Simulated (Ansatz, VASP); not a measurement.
KF: VASP beside Ansatz

```
K F
1.0
     0.00000    2.80717    2.74034
     2.80717    0.00000    2.74034
     2.80717    2.80717    0.00000
K F
1 1
Direct
  0.00000 0.00000 0.00000
  0.50000 0.50000 0.50000
```

Change from the starting cell: strain +0.050 along x and y, +0.025 along z, atoms carried along.

Alike in both runs: task single point; functional PBE; k mesh 8 × 8 × 8; occupations gaussian, width 0.05 eV; no spin polarisation.

|  | VASP | Ansatz |
| --- | --- | --- |
| version | VASP 6.6.1 | Ansatz 0.2.0 |
| potentials or method | VASP PAW PBE potentials, release 64 (K_sv, F), cutoff 520 eV | scalar-relativistic, plane waves, PAW |
| valence electrons in the cell | 16 | 16 |

```csv
,VASP,Ansatz,Ansatz less VASP
gap on the k mesh at the Fermi level (eV),5.54,5.56,+0.014
least direct gap on the mesh (eV),5.54,5.56,+0.014
pressure (GPa),-1.9,-1.9,+0.03
"traceless stress, the component that is largest in VASP (GPa)",0.46,0.44,-0.022
```
